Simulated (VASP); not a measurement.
# LiSi16 (a cell with a defect) in VASP: single point with PBEsol

Aim: the single point of LiSi16 (a cell with a defect) with PBEsol.

Program: VASP 6.6.1. These are calculated values, not measurements. Logs are shortened: lines on timing, memory, paths and dates and some standing lists are left out, and cuts for length are marked.

## 1. The cell of the first run

The cell holds a defect, 17 atoms: a = 7.679 Å, b = 7.679 Å, c = 7.679 Å, α = 60.00°, β = 60.00°, γ = 60.00°.

## 2. Single point, PBEsol

INCAR

```
SYSTEM = LiSi16
ALGO = Normal
EDIFF = 1E-7
ENCUT = 520
GGA = PS
ISIF = 2
ISMEAR = 0
LASPH = .TRUE.
LCHARG = .TRUE.
LELF = .TRUE.
LREAL = Auto
LVHAR = .TRUE.
LWAVE = .FALSE.
NBANDS = 48
NELECT = 66.0
NELM = 100
PREC = Accurate
SIGMA = 0.05
```

KPOINTS

```
k-points
0
G
  2 2 2
  0 0 0
```

POSCAR

```
LiSi16
1.0
    0.0000000000      5.4300000000      5.4300000000
    5.4300000000      0.0000000000      5.4300000000
    5.4300000000      5.4300000000      0.0000000000
Si Li
16 1
Direct
   -0.0316735727      0.0105188766      0.0105424494
    0.1199205341      0.1188479742      0.1188663904
    0.0049617864     -0.0172951197      0.5061358195
    0.1199294659      0.1188502762      0.6422909761
    0.0049592081      0.5061170350     -0.0172730203
    0.1199324125      0.6422679558      0.1188694291
    0.0049483425      0.5061140884      0.5061323204
    0.1565052486      0.6144571823      0.6144783610
    0.4939487109     -0.0008558932     -0.0008395028
    0.5964625230      0.1344798343      0.1344988029
    0.4939571823     -0.0008547882      0.5076824125
    0.6309311234      0.1173290976      0.6258427256
    0.4939609576      0.5076633517     -0.0008390424
    0.6309284530      0.6258264273      0.1173481584
    0.5283626151      0.4905121547      0.4905302026
    0.6309152855      0.6258283610      0.6258445672
    1.0624375691      0.3124791897      0.3125023941
```

Potentials or basis: VASP PAW PBE potentials, release 64 (Si, Li_sv).

Run with:

```sh
cat potpaw_PBE.64/Si/POTCAR potpaw_PBE.64/Li_sv/POTCAR > POTCAR
mpirun -np 1 vasp_std > vasp.out
```

OUTCAR:

```text
SYSTEM = LiSi16
   EDIFF = 1E-7
   ENCUT = 520
   GGA = PS
   ISIF = 2
   ISMEAR = 0
   LASPH = .TRUE.
   LREAL = Auto
   NELECT = 66.0
   NELM = 100
   PREC = Accurate

 ion  position               nearest neighbor table
   1  0.968  0.011  0.011-   2 2.32   6 2.32   4 2.32  10 2.33
   2  0.120  0.119  0.119-   1 2.32   9 2.35  17 2.35   5 2.43   3 2.43
   3  0.005  0.983  0.506-   8 2.32  12 2.35  17 2.35   4 2.43   2 2.43
   4  0.120  0.119  0.642-   1 2.32  11 2.35  17 2.35   7 2.43   3 2.43
   5  0.005  0.506  0.983-   8 2.32  14 2.35  17 2.35   6 2.43   2 2.43
   6  0.120  0.642  0.119-   1 2.32  13 2.35  17 2.35   7 2.43   5 2.43
   7  0.005  0.506  0.506-   8 2.32  16 2.35  17 2.35   6 2.43   4 2.43
   8  0.157  0.614  0.614-   7 2.32   3 2.32   5 2.32  15 2.33
   9  0.494  0.999  0.999-  14 2.34  12 2.34  10 2.34   2 2.35
  10  0.596  0.134  0.134-   1 2.33  11 2.34  13 2.34   9 2.34
  11  0.494  0.999  0.508-  16 2.34  12 2.34  10 2.34   4 2.35
  12  0.631  0.117  0.626-   9 2.34  11 2.34  15 2.34   3 2.35
  13  0.494  0.508  0.999-  16 2.34  14 2.34  10 2.34   6 2.35
  14  0.631  0.626  0.117-  13 2.34   9 2.34  15 2.34   5 2.35
  15  0.528  0.491  0.491-   8 2.33  14 2.34  12 2.34  16 2.34
  16  0.631  0.626  0.626-  13 2.34  11 2.34  15 2.34   7 2.35
  17  0.062  0.312  0.313-   3 2.35   5 2.35   7 2.35   2 2.35   4 2.35   6 2.35

  LATTYP: Found a face centered cubic cell.
 ALAT       =    10.8600000000

  Lattice vectors:

 A1 = (   0.0000000000,   5.4300000000,   5.4300000000)
 A2 = (   5.4300000000,   0.0000000000,   5.4300000000)
 A3 = (   5.4300000000,   5.4300000000,   0.0000000000)

Analysis of symmetry for initial positions (statically):
=====================================================================
 Subroutine PRICEL returns:
 Original cell was already a primitive cell.

 Routine SETGRP: Setting up the symmetry group for a
 face centered cubic supercell.

 Subroutine GETGRP returns: Found  2 space group operations
 (whereof  1 operations were pure point group operations)
 out of a pool of 48 trial point group operations.

The static configuration has the point symmetry C_1 .
 The point group associated with its full space group is C_1h.

Analysis of symmetry for dynamics (positions and initial velocities):
=====================================================================
 Subroutine PRICEL returns:
 Original cell was already a primitive cell.

 Routine SETGRP: Setting up the symmetry group for a
 face centered cubic supercell.

 Subroutine GETGRP returns: Found  2 space group operations
 (whereof  1 operations were pure point group operations)
 out of a pool of 48 trial point group operations.

The dynamic configuration has the point symmetry C_1 .
 The point group associated with its full space group is C_1h.

 Subroutine INISYM returns: Found  2 space group operations
 (whereof  1 operations are pure point group operations),
 and found     1 'primitive' translations

----------------------------------------------------------------------------------------

                                     Primitive cell

  volume of cell :     320.2060

  direct lattice vectors                    reciprocal lattice vectors
     0.000000000  5.430000000  5.430000000    -0.092081031  0.092081031  0.092081031
     5.430000000  0.000000000  5.430000000     0.092081031 -0.092081031  0.092081031
     5.430000000  5.430000000  0.000000000     0.092081031  0.092081031 -0.092081031

  length of vectors
     7.679179644  7.679179644  7.679179644     0.159489025  0.159489025  0.159489025

  position of ions in fractional coordinates (direct lattice)
     0.968326427  0.010518877  0.010542449
     0.119920534  0.118847974  0.118866390
     0.004961786  0.982704880  0.506135820
     0.119929466  0.118850276  0.642290976
     0.004959208  0.506117035  0.982726980
     0.119932412  0.642267956  0.118869429
[... 9 lines left out ...]
     0.630915286  0.625828361  0.625844567
     0.062437569  0.312479190  0.312502394

  ion indices of the primitive-cell ions
   primitive index   ion index
                 1           1
                 2           2
                 3           3
                 4           4
                 5           5
                 6           6
[... 9 lines left out ...]
                16          16
                17          17

----------------------------------------------------------------------------------------

 KPOINTS: k-points

Automatic generation of k-mesh.
 Grid dimensions read from file:
 generate k-points for:    2    2    2

 Generating k-lattice:

  Cartesian coordinates                     Fractional coordinates (reciprocal lattice)
    -0.046040516  0.046040516  0.046040516     0.500000000  0.000000000  0.000000000
     0.046040516 -0.046040516  0.046040516     0.000000000  0.500000000  0.000000000
     0.046040516  0.046040516 -0.046040516     0.000000000  0.000000000  0.500000000

  Length of vectors
     0.079744512  0.079744512  0.079744512

  Shift w.r.t. Gamma in fractional coordinates (k-lattice)
     0.000000000  0.000000000  0.000000000

 Subroutine IBZKPT returns following result:
 ===========================================

 Found      6 irreducible k-points:

 Following reciprocal coordinates:
            Coordinates               Weight
  0.000000  0.000000  0.000000      1.000000
  0.500000  0.000000  0.000000      1.000000
  0.000000  0.500000  0.000000      2.000000
  0.500000  0.500000  0.500000      1.000000
  0.500000  0.500000  0.000000      2.000000
  0.000000  0.500000  0.500000      1.000000
   k-points           NKPTS =      6   k-points in BZ     NKDIM =      6   number of bands    NBANDS=     48
   number of dos      NEDOS =    301   number of ions     NIONS =     17
   total plane-waves  NPLWV = 216000
   dimension x,y,z NGX =    60 NGY =   60 NGZ =   60
   dimension x,y,z NGXF=   120 NGYF=  120 NGZF=  120
   ions per type =              16   1
   NGX,Y,Z   is equivalent  to a cutoff of  12.99, 12.99, 12.99 a.u.
   NGXF,Y,Z  is equivalent  to a cutoff of  25.98, 25.98, 25.98 a.u.
 SYSTEM =  LiSi16
   PREC   = accura    normal or accurate (medium, high low for compatibility)
   ISTART =      0    job   : 0-new  1-cont  2-samecut
   ICHARG =      2    charge: 1-file 2-atom 10-const
   ISPIN  =      1    spin polarized calculation?
   LNONCOLLINEAR =      F non collinear calculations
   LSORBIT =      F    spin-orbit coupling
   LASPH  =      T    aspherical Exc in radial PAW
   ENCUT  =  520.0 eV  38.22 Ry    6.18 a.u.  14.28 14.28 14.28*2*pi/ulx,y,z
   NELM   =    100;   NELMIN=  2; NELMDL= -5     # of ELM steps
   EDIFF  = 0.1E-06   stopping-criterion for ELM
   LREAL  =      T    real-space projection
   EDIFFG = 0.1E-05   stopping-criterion for IOM
   NSW    =      0    number of steps for IOM
   IBRION =     -1    ionic relax: 0-MD 1-quasi-New 2-CG
   NFREE  =      0    steps in history (QN), initial steepest desc. (CG)
   ISIF   =      2    stress and relaxation
   ISYM   =      2    0-nonsym 1-usesym 2-fastsym
   POTIM  = 0.5000    time-step for ionic-motion
   TEBEG  =    0.0;   TEEND  =   0.0 temperature during run
   PSTRESS=    0.0 pullay stress
   NELECT =      66.0000    total number of electrons
   NUPDOWN=      -1.0000    fix difference up-down
   EMIN   =  10.00;   EMAX   =-10.00  energy-range for DOS
   EFERMI =   0.00;   METHOD = LEGACY
   ISMEAR =     0;   SIGMA  =   0.05  broadening in eV -4-tet -1-fermi 0-gaus
   EFERMI_NEDOS =   21; number of points for ismear=-14 and -15
   IALGO  =     38    algorithm
   IMIX   =      4    mixing-type and parameters
     AMIX     =   0.40;   BMIX     =  1.00
     AMIX_MAG =   1.60;   BMIX_MAG =  1.00
  volume/ion in A,a.u.               =      18.84       127.11
  Fermi-wavevector in a.u.,A,eV,Ry     =   0.967044  1.827449 12.723821  0.935174
  Thomas-Fermi vector in A             =   2.096897
   LORBIT       =      0    0 simple, 1 ext, 2 COOP (PROOUT), +10 PAW based schemes
   GGA     = PS    functional components
   LHFCALC =     F    Hartree Fock is set to
   AEXX    =    0.0000 exact exchange contribution
   IVDW    =     0    specifies the selected vdW correction
   LEPSILON=     F    determine dielectric tensor
   LRPA    =     F    only Hartree local field effects (RPA)
 non-spin polarized calculation
 Gauss-broadening in eV      SIGMA  =   0.05
  energy-cutoff  :      520.00
  volume of cell :      320.21
 maximum number of plane-waves:      8646
 NGX is ok and might be reduce to    60
   NGX = 29   NGY = 29   NGZ = 29

 number of electron      66.0000001 magnetization

 Free energy of the ion-electron system (eV)
  ---------------------------------------------------
  ext. energy  EPLUGINS =         0.00000000
  ---------------------------------------------------
  free energy    TOTEN  =       -98.16692074 eV

  energy without entropy =      -98.16607605  energy(sigma->0) =      -98.16649840

 E-fermi :   6.1034     XC(G=0):  -9.5863

 val. band max:        6.0201997978   @ k =   0.0000   0.0000   0.0000
 cond. band min:       6.1770899899   @ k =   0.0000   0.0000   0.0000
 fundamental gap:      0.1568901922
 Fermi energy:         6.1034195413

 k-point     1 :       0.0000    0.0000    0.0000
  band No.  band energies     occupation
      1     -39.6021      2.00000
      2      -5.9742      2.00000
      3      -3.7223      2.00000
      4      -3.6513      2.00000
      5      -3.6513      2.00000
      6      -3.6060      2.00000
[... 37 lines left out ...]
     44       8.1973      0.00000
     45       8.1973      0.00000

 k-point     2 :       0.5000    0.0000    0.0000
  band No.  band energies     occupation
      1     -39.6021      2.00000
      2      -5.2202      2.00000
      3      -5.1189      2.00000
      4      -3.3856      2.00000
      5      -3.3318      2.00000
      6      -3.3318      2.00000
[... 37 lines left out ...]
     44       9.5588      0.00000
     45       9.5648      0.00000

 k-point     3 :       0.0000    0.5000    0.0000
  band No.  band energies     occupation
      1     -39.6021      2.00000
      2      -5.2220      2.00000
      3      -5.1475      2.00000
      4      -3.3613      2.00000
      5      -3.3532      2.00000
      6      -3.3205      2.00000
[... 37 lines left out ...]
     44       9.4776      0.00000
     45       9.5303      0.00000

 k-point     4 :       0.5000    0.5000    0.5000
  band No.  band energies     occupation
      1     -39.6021      2.00000
      2      -5.2220      2.00000
      3      -5.1475      2.00000
      4      -3.3613      2.00000
      5      -3.3532      2.00000
      6      -3.3205      2.00000
[... 37 lines left out ...]
     44       9.4776      0.00000
     45       9.5304      0.00000

 k-point     5 :       0.5000    0.5000    0.0000
  band No.  band energies     occupation
      1     -39.6021      2.00000
      2      -4.9502      2.00000
      3      -4.8562      2.00000
      4      -3.9971      2.00000
      5      -3.9625      2.00000
      6      -3.9445      2.00000
[... 37 lines left out ...]
     44      10.1468      0.00000
     45      10.2043      0.00000

 k-point     6 :       0.0000    0.5000    0.5000
  band No.  band energies     occupation
      1     -39.6021      2.00000
      2      -4.9502      2.00000
      3      -4.8562      2.00000
      4      -3.9971      2.00000
      5      -3.9625      2.00000
      6      -3.9445      2.00000
[... 37 lines left out ...]
     44      10.1468      0.00000
     45      10.2043      0.00000
 [bands above 45 left out]

------------------------ aborting loop because EDIFF is reached ----------------------------------------

  FORCE on cell =-STRESS in cart. coord.  units (eV):
  Direction    XX          YY          ZZ          XY          YZ          ZX
  --------------------------------------------------------------------------------------
  -------------------------------------------------------------------------------------
  Total       -3.6714734     -3.6717958     -3.6717958      0.9588763     -0.9595463      0.9588763
  in kB      -18.3705215    -18.3721345    -18.3721345      4.7978171     -4.8011694      4.7978169
  external PRESSURE =     -18.3715968 kB  Pullay stress =       0.0000000 kB

 VOLUME and BASIS-vectors are now :
 -----------------------------------------------------------------------------
  energy-cutoff  :      520.00
  volume of cell :      320.21
      direct lattice vectors                 reciprocal lattice vectors
     0.000000000  5.430000000  5.430000000    -0.092081031  0.092081031  0.092081031
     5.430000000  0.000000000  5.430000000     0.092081031 -0.092081031  0.092081031
     5.430000000  5.430000000  0.000000000     0.092081031  0.092081031 -0.092081031

 POSITION                                       TOTAL-FORCE (eV/Angst)
 -----------------------------------------------------------------------------------
      0.11436      5.31526      5.31513         0.016530     -0.016831     -0.016831
      1.29079      1.29661      1.29651         0.004303      0.000198      0.000198
      8.08440      2.77526      5.36303        -0.001716      0.001485      0.004006
      4.13300      4.13886      1.29657        -0.000108     -0.003939     -0.000285
      8.08442      5.36314      2.77514        -0.001716      0.004006      0.001485
      4.13298      1.29669      4.13875        -0.000108     -0.000285     -0.003939
[... 9 lines left out ...]
      6.79658      6.82421      6.82412         0.006119      0.002351      0.002351
      3.39365      2.03592      2.03580         0.001029     -0.001575     -0.001575
 -----------------------------------------------------------------------------------
    total drift:                               -0.005379      0.015279     -0.002949

  FREE ENERGIE OF THE ION-ELECTRON SYSTEM (eV)
  ---------------------------------------------------
  free  energy   TOTEN  =       -98.1669207446 eV

  energy  without entropy=      -98.1660760465  energy(sigma->0) =      -98.16649840
```

Run time: 6.5 min. Hardware: 1 thread of AMD EPYC 7R13, shared host; peak memory 0.47 GiB.

What came out:

| Quantity | Value |
| --- | --- |
| Free energy | -98.1669 eV |
| Largest force | 0.029 eV/Å |

Forces in eV/Å, atoms in the order of the input:
```
Si   0.017 -0.017 -0.017
Si   0.004  0.000  0.000
Si  -0.002  0.001  0.004
Si   0.000 -0.004  0.000
Si  -0.002  0.004  0.001
Si   0.000  0.000 -0.004
Si  -0.004  0.002  0.002
Si  -0.016  0.016  0.016
Si  -0.007 -0.004 -0.004
Si  -0.010  0.010  0.010
Si   0.004  0.007 -0.004
Si  -0.002  0.002 -0.006
Si   0.004 -0.004  0.007
Si  -0.002 -0.006  0.002
Si   0.009 -0.009 -0.009
Si   0.006  0.002  0.002
Li   0.001 -0.002 -0.002
```

Caveat: the k points lie up to 0.50 Å⁻¹ apart; the cell carries a net charge on a neutralising background, which shifts energy and pressure; the cell is charged against a uniform background, so pressure and absolute levels hang on convention; the cutoff is under 1.25 times the usual one of these potentials, so pressure, stress and relaxed cells hold a basis-set (Pulay) error; the PAW data sets were made with another functional, which shifts forces and pressure a little.
